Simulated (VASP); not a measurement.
# Pt (P6_3/mmc) in VASP: a series of runs

The runs below take Pt through single point, with PBEsol.

Everything below comes from runs of VASP 6.6.1. Logs are shortened: lines on timing, memory, paths and dates and some standing lists are left out, and cuts for length are marked.

## Step 1: The cell of the first run

The structure is hexagonal, space group P6_3/mmc (No. 194). Conventional cell: a = 2.588 Å, b = 2.588 Å, c = 4.383 Å, α = 90.00°, β = 90.00°, γ = 120.00°. Within 3.4 Å of Pt (site symmetry -6m2) lie 12 Pt at 2.59 to 2.65 Å.

This isn't the form of Pt at room conditions, which is fcc.

## Step 2: Single point, PBEsol (12.71 Å³/atom)

INCAR reads:

```
SYSTEM = Pt
PREC = Accurate ; ENCUT = 520
EDIFF = 1E-6 ; ISMEAR = -1
SIGMA = 0.05 ; LREAL = .FALSE.
LASPH = .TRUE. ; NELM = 100
ALGO = Normal ; ISIF = 2
LWAVE = .FALSE. ; LCHARG = .FALSE.
GGA = PS ; NBANDS = 17
```

KPOINTS reads:

```
Automatic mesh
0
G
  17 17 10
  0 0 0
```

POSCAR reads:

```
Pt
1.0
    2.5884074569      0.0000000000      0.0000000000
   -1.2942037284      2.2416266130      0.0000000000
    0.0000000000      0.0000000000      4.3825815134
Pt
2
Direct
    0.3333333333      0.6666666667      0.2500000000
    0.6666666667      0.3333333333      0.7500000000
```

Potentials or basis: VASP PAW PBE potentials, release 64 (Pt).

On the command line:

```console
> cat potpaw_PBE.64/Pt/POTCAR > POTCAR
> mpirun -np 1 vasp_std > vasp.out
```

OUTCAR:

```text
SYSTEM = Pt
   PREC = Accurate
   ENCUT = 520
   EDIFF = 1E-6
   ISMEAR = -1
   LREAL = .FALSE.
   LASPH = .TRUE.
   NELM = 100
   ISIF = 2
   GGA = PS

 ion  position               nearest neighbor table
   1  0.333  0.667  0.250-   2 2.65   2 2.65   2 2.65   2 2.65   2 2.65   2 2.65
   2  0.667  0.333  0.750-   1 2.65   1 2.65   1 2.65   1 2.65   1 2.65   1 2.65

  LATTYP: Found a hexagonal cell.
 ALAT       =     2.5884074569
 C/A-ratio  =     1.6931575057

  Lattice vectors:

 A1 = (   2.5884074569,   0.0000000000,   0.0000000000)
 A2 = (  -1.2942037284,   2.2416266130,   0.0000000000)
 A3 = (   0.0000000000,   0.0000000000,   4.3825815134)

Analysis of symmetry for initial positions (statically):
=====================================================================
 Subroutine PRICEL returns:
 Original cell was already a primitive cell.

 Routine SETGRP: Setting up the symmetry group for a
 hexagonal supercell.

 Subroutine GETGRP returns: Found 24 space group operations
 (whereof 12 operations were pure point group operations)
 out of a pool of 24 trial point group operations.

The static configuration has the point symmetry D_3d.
 The point group associated with its full space group is D_6h.

Analysis of symmetry for dynamics (positions and initial velocities):
=====================================================================
 Subroutine PRICEL returns:
 Original cell was already a primitive cell.

 Routine SETGRP: Setting up the symmetry group for a
 hexagonal supercell.

 Subroutine GETGRP returns: Found 24 space group operations
 (whereof 12 operations were pure point group operations)
 out of a pool of 24 trial point group operations.

The dynamic configuration has the point symmetry D_3d.
 The point group associated with its full space group is D_6h.

 Subroutine INISYM returns: Found 24 space group operations
 (whereof 12 operations are pure point group operations),
 and found     1 'primitive' translations

----------------------------------------------------------------------------------------

                                     Primitive cell

  volume of cell :      25.4288

  direct lattice vectors                    reciprocal lattice vectors
     2.588407457  0.000000000  0.000000000     0.386337938  0.223052313  0.000000000
    -1.294203728  2.241626613  0.000000000     0.000000000  0.446104625  0.000000000
     0.000000000  0.000000000  4.382581513     0.000000000  0.000000000  0.228176018

  length of vectors
     2.588407457  2.588407457  4.382581513     0.446104625  0.446104625  0.228176018

  position of ions in fractional coordinates (direct lattice)
     0.333333333  0.666666667  0.250000000
     0.666666667  0.333333333  0.750000000

  ion indices of the primitive-cell ions
   primitive index   ion index
                 1           1
                 2           2

----------------------------------------------------------------------------------------

 KPOINTS: Automatic mesh

Automatic generation of k-mesh.
 Grid dimensions read from file:
 generate k-points for:   17   17   10

 Generating k-lattice:

  Cartesian coordinates                     Fractional coordinates (reciprocal lattice)
     0.022725761  0.013120724  0.000000000     0.058823529  0.000000000  0.000000000
     0.000000000  0.026241449  0.000000000     0.000000000  0.058823529  0.000000000
     0.000000000  0.000000000  0.022817602     0.000000000  0.000000000  0.100000000

  Length of vectors
     0.026241449  0.026241449  0.022817602

  Shift w.r.t. Gamma in fractional coordinates (k-lattice)
     0.000000000  0.000000000  0.000000000

 Subroutine IBZKPT returns following result:
 ===========================================

 Found    198 irreducible k-points:

 Following reciprocal coordinates:
            Coordinates               Weight
  0.000000  0.000000  0.000000      1.000000
  0.058824  0.000000  0.000000      6.000000
  0.117647  0.000000  0.000000      6.000000
  0.176471  0.000000  0.000000      6.000000
  0.235294  0.000000  0.000000      6.000000
  0.294118  0.000000  0.000000      6.000000
[... 16 lines left out ...]
  0.411765  0.117647  0.000000     12.000000
  0.176471  0.176471  0.000000      6.000000
 [... further k-points ...]
   k-points           NKPTS =    198   k-points in BZ     NKDIM =    198   number of bands    NBANDS=     17
   number of dos      NEDOS =    301   number of ions     NIONS =      2
   total plane-waves  NPLWV =  14400
   dimension x,y,z NGX =    20 NGY =   20 NGZ =   36
   dimension x,y,z NGXF=    40 NGYF=   40 NGZF=   72
   ions per type =               2
   NGX,Y,Z   is equivalent  to a cutoff of  12.85, 12.85, 13.66 a.u.
   NGXF,Y,Z  is equivalent  to a cutoff of  25.69, 25.69, 27.31 a.u.
 SYSTEM =  Pt
   PREC   = accura    normal or accurate (medium, high low for compatibility)
   ISTART =      0    job   : 0-new  1-cont  2-samecut
   ICHARG =      2    charge: 1-file 2-atom 10-const
   ISPIN  =      1    spin polarized calculation?
   LNONCOLLINEAR =      F non collinear calculations
   LSORBIT =      F    spin-orbit coupling
   LASPH  =      T    aspherical Exc in radial PAW
   ENCUT  =  520.0 eV  38.22 Ry    6.18 a.u.   4.81  4.81  8.15*2*pi/ulx,y,z
   NELM   =    100;   NELMIN=  2; NELMDL= -5     # of ELM steps
   EDIFF  = 0.1E-05   stopping-criterion for ELM
   LREAL  =      F    real-space projection
   EDIFFG = 0.1E-04   stopping-criterion for IOM
   NSW    =      0    number of steps for IOM
   IBRION =     -1    ionic relax: 0-MD 1-quasi-New 2-CG
   NFREE  =      0    steps in history (QN), initial steepest desc. (CG)
   ISIF   =      2    stress and relaxation
   ISYM   =      2    0-nonsym 1-usesym 2-fastsym
   POTIM  = 0.5000    time-step for ionic-motion
   TEBEG  =    0.0;   TEEND  =   0.0 temperature during run
   PSTRESS=    0.0 pullay stress
   NELECT =      20.0000    total number of electrons
   NUPDOWN=      -1.0000    fix difference up-down
   EMIN   =  10.00;   EMAX   =-10.00  energy-range for DOS
   EFERMI =   0.00;   METHOD = LEGACY
   ISMEAR =    -1;   SIGMA  =   0.05  broadening in eV -4-tet -1-fermi 0-gaus
   EFERMI_NEDOS =   21; number of points for ismear=-14 and -15
   IALGO  =     38    algorithm
   IMIX   =      4    mixing-type and parameters
     AMIX     =   0.40;   BMIX     =  1.00
     AMIX_MAG =   1.60;   BMIX_MAG =  1.00
  volume/ion in A,a.u.               =      12.71        85.80
  Fermi-wavevector in a.u.,A,eV,Ry     =   1.511157  2.855672 31.070194  2.283595
  Thomas-Fermi vector in A             =   2.621251
   LORBIT       =      0    0 simple, 1 ext, 2 COOP (PROOUT), +10 PAW based schemes
   GGA     = PS    functional components
   LHFCALC =     F    Hartree Fock is set to
   AEXX    =    0.0000 exact exchange contribution
   IVDW    =     0    specifies the selected vdW correction
   LEPSILON=     F    determine dielectric tensor
   LRPA    =     F    only Hartree local field effects (RPA)
 non-spin polarized calculation
  energy-cutoff  :      520.00
  volume of cell :       25.43
 maximum number of plane-waves:       701
 NGX is ok and might be reduce to    20
   NGX =  9   NGY =  9   NGZ = 17

 number of electron      19.9999999 magnetization

 Free energy of the ion-electron system (eV)
  ---------------------------------------------------
  ext. energy  EPLUGINS =         0.00000000
  ---------------------------------------------------
  free energy    TOTEN  =       -12.84102721 eV

  energy without entropy =      -12.81553401  energy(sigma->0) =      -12.82828061

 E-fermi :  14.6854     XC(G=0): -14.6527

 val. band max:       14.6809088250   @ k =   0.4118   0.0000   0.4000
 cond. band min:      14.6901092830   @ k =   0.3529   0.1176   0.5000
 fundamental gap:      0.0092004580
 Fermi energy:        14.6854017153

 k-point     1 :       0.0000    0.0000    0.0000
  band No.  band energies     occupation
      1       2.3389      2.00000
      2       5.2306      2.00000
      3       9.3178      2.00000
      4       9.8350      2.00000
      5       9.8350      2.00000
      6      10.4300      2.00000
[... 9 lines left out ...]
     16      31.8954      0.00000
     17      37.7239      0.00000

 k-point     2 :       0.0588    0.0000    0.0000
  band No.  band energies     occupation
      1       2.4922      2.00000
      2       5.3726      2.00000
      3       9.2481      2.00000
      4       9.8724      2.00000
      5       9.9634      2.00000
      6      10.3413      2.00000
[... 9 lines left out ...]
     16      32.1758      0.00000
     17      36.2925      0.00000

 k-point     3 :       0.1176    0.0000    0.0000
  band No.  band energies     occupation
      1       2.9365      2.00000
      2       5.7661      2.00000
      3       9.0122      2.00000
      4       9.9542      2.00000
      5      10.2257      2.00000
      6      10.3427      2.00000
[... 9 lines left out ...]
     16      32.9035      0.00000
     17      34.5566      0.00000

 k-point     4 :       0.1765    0.0000    0.0000
  band No.  band energies     occupation
      1       3.6200      2.00000
      2       6.2805      2.00000
      3       8.7442      2.00000
      4       9.6802      2.00000
      5       9.6932      2.00000
      6      10.6138      2.00000
[... 9 lines left out ...]
     16      33.2586      0.00000
     17      33.5130      0.00000
[... 343 lines left out ...]
      1       6.3715      2.00000
      2       6.5219      2.00000
      3       6.9107      2.00000
      4       9.6318      2.00000
      5       9.6501      2.00000
      6      10.2596      2.00000
[... 9 lines left out ...]
     16      29.1902      0.00000
     17      29.7399      0.00000

 k-point    23 :       0.4118    0.1176    0.0000
  band No.  band energies     occupation
      1       6.2721      2.00000
      2       6.5414      2.00000
      3       6.7174      2.00000
      4       9.7150      2.00000
      5       9.9859      2.00000
      6      10.1421      2.00000
[... 9 lines left out ...]
     16      28.1405      0.00000
     17      28.9112      0.00000

 k-point    24 :       0.1765    0.1765    0.0000
  band No.  band energies     occupation
      1       5.6683      2.00000
      2       7.5038      2.00000
      3       7.8842      2.00000
      4       7.9673      2.00000
      5       9.6099      2.00000
      6       9.7307      2.00000
[... 9 lines left out ...]
     16      30.9165      0.00000
     17      33.4532      0.00000

 [... further k-points ...]
[... 5 lines left out ...]
  --------------------------------------------------------------------------------------
  -------------------------------------------------------------------------------------
  Total       12.3300158     12.3300158     12.3208027      0.0000000      0.0000000      0.0000000
  in kB      776.8699007    776.8699006    776.2894216      0.0000000      0.0000000      0.0000000
  external PRESSURE =     776.6764076 kB  Pullay stress =       0.0000000 kB

 VOLUME and BASIS-vectors are now :
 -----------------------------------------------------------------------------
  energy-cutoff  :      520.00
  volume of cell :       25.43
      direct lattice vectors                 reciprocal lattice vectors
     2.588407457  0.000000000  0.000000000     0.386337938  0.223052313  0.000000000
    -1.294203728  2.241626613  0.000000000     0.000000000  0.446104625  0.000000000
     0.000000000  0.000000000  4.382581513     0.000000000  0.000000000  0.228176018

 POSITION                                       TOTAL-FORCE (eV/Angst)
 -----------------------------------------------------------------------------------
     -0.00000      1.49442      1.09565         0.000000      0.000000      0.000000
      1.29420      0.74721      3.28694        -0.000000     -0.000000      0.000000
 -----------------------------------------------------------------------------------
    total drift:                               -0.000000      0.000000     -0.000000

  FREE ENERGIE OF THE ION-ELECTRON SYSTEM (eV)
  ---------------------------------------------------
  free  energy   TOTEN  =       -12.8410272124 eV

  energy  without entropy=      -12.8155340139  energy(sigma->0) =      -12.82828061
```

It took 42 s on 1 thread of AMD EPYC 7R13 (Zen 3), shared host; peak memory 0.16 GiB.

Results:

```
Free energy            : -12.8410 eV
Pressure               : 77.7 GPa
Band gap on the k mesh : zero (bands 10 and 11 overlap by 1.77 eV)
```

Caveat: the cell stands under pressure; the PAW data sets were made with another functional, which shifts forces and pressure a little; spin-orbit coupling is left out, which moves the levels of the heavy elements.

## Step 3: Single point, PBEsol (13.93 Å³/atom)

This run uses another cell than the first one, of 13.93 Å³/atom.

INCAR reads:

```
PREC = Accurate
ENCUT = 520
EDIFF = 1E-7
ISMEAR = -1
SIGMA = 0.05
LREAL = False
LASPH = True
NELM = 80
ALGO = Normal
ISIF = 2
LWAVE = False
LCHARG = False
GGA = PS
NBANDS = 17
```

KPOINTS reads:

```
regular mesh
0
Gamma
  17 17 10
```

POSCAR reads:

```
Pt
1.0
    2.6622136589      0.0000000000      0.0000000000
   -1.3311068295      2.3055446589      0.0000000000
    0.0000000000      0.0000000000      4.5375143729
Pt
2
Direct
    0.3333333333      0.6666666667      0.2500000000
    0.6666666667      0.3333333333      0.7500000000
```

Potentials or basis: VASP PAW PBE potentials, release 64 (Pt).

On the command line:

```console
> cat potpaw_PBE.64/Pt/POTCAR > POTCAR
> mpirun -np 1 vasp_std > vasp.out
```

Run time: 46 s. Hardware: 1 thread of AMD EPYC 7R13 (Zen 3), shared host; peak memory 0.17 GiB.

It converged, with:

* Free energy: -13.6171 eV
* Pressure: 28.9 GPa
* Band gap on the k mesh: zero (bands 10 and 11 overlap by 1.52 eV)

Stress tensor (GPa, compression positive):
```
28.91  0.00  0.00
 0.00 28.91  0.00
 0.00  0.00 28.79
```

Levels at points of the mesh, in eV from the Fermi level:
```tsv
k point	band 7	band 8	band 9	band 10	band 11	band 12	band 13	band 14
(0.00, 0.00, 0.00)	-3.69	-2.37	-2.37	-1.23	-0.28	-0.28	5.77	14.72
(0.00, 0.00, 0.50)	-4.20	-4.20	-0.99	-0.99	-0.99	-0.99	13.04	13.04
```

Caveat: the cell stands under pressure; the PAW data sets were made with another functional, which shifts forces and pressure a little; spin-orbit coupling is left out, which moves the levels of the heavy elements.

## Step 4: Single point, PBEsol (13.93 Å³/atom)

This run uses another cell than the first one, of 13.93 Å³/atom.

INCAR reads:

```
SYSTEM = Pt
PREC = Accurate
ENCUT = 520
EDIFF = 1E-7
ISMEAR = -1
SIGMA = 0.05
LREAL = .FALSE.
LASPH = .TRUE.
NELM = 60
ALGO = Normal
ISIF = 2
LWAVE = .FALSE.
LCHARG = .FALSE.
GGA = PS
NBANDS = 17
```

KPOINTS reads:

```
regular mesh
0
G
  17 17 10
  0 0 0
```

POSCAR is that of step 3.

On the command line:

```console
> cat potpaw_PBE.64/Pt/POTCAR > POTCAR
> mpirun -np 1 vasp_std > vasp.out
```

Run time: 46 s. Hardware: 1 thread of AMD EPYC 7R13 (Zen 3), shared host; peak memory 0.17 GiB.

It converged, with:

```
Free energy            : -13.6171 eV
Pressure               : 28.9 GPa
Band gap on the k mesh : zero (bands 10 and 11 overlap by 1.52 eV)
```

Stress tensor (GPa, compression positive):
```
28.91  0.00  0.00
 0.00 28.91  0.00
 0.00  0.00 28.79
```

Levels at points of the mesh, in eV from the Fermi level:
| k point | band 7 | band 8 | band 9 | band 10 | band 11 | band 12 | band 13 | band 14 |
| --- | --- | --- | --- | --- | --- | --- | --- | --- |
| (0.00, 0.00, 0.00) | -3.69 | -2.37 | -2.37 | -1.23 | -0.28 | -0.28 | 5.77 | 14.72 |
| (0.00, 0.00, 0.50) | -4.20 | -4.20 | -0.99 | -0.99 | -0.99 | -0.99 | 13.04 | 13.04 |

Caveat: the cell stands under pressure; the PAW data sets were made with another functional, which shifts forces and pressure a little; spin-orbit coupling is left out, which moves the levels of the heavy elements.
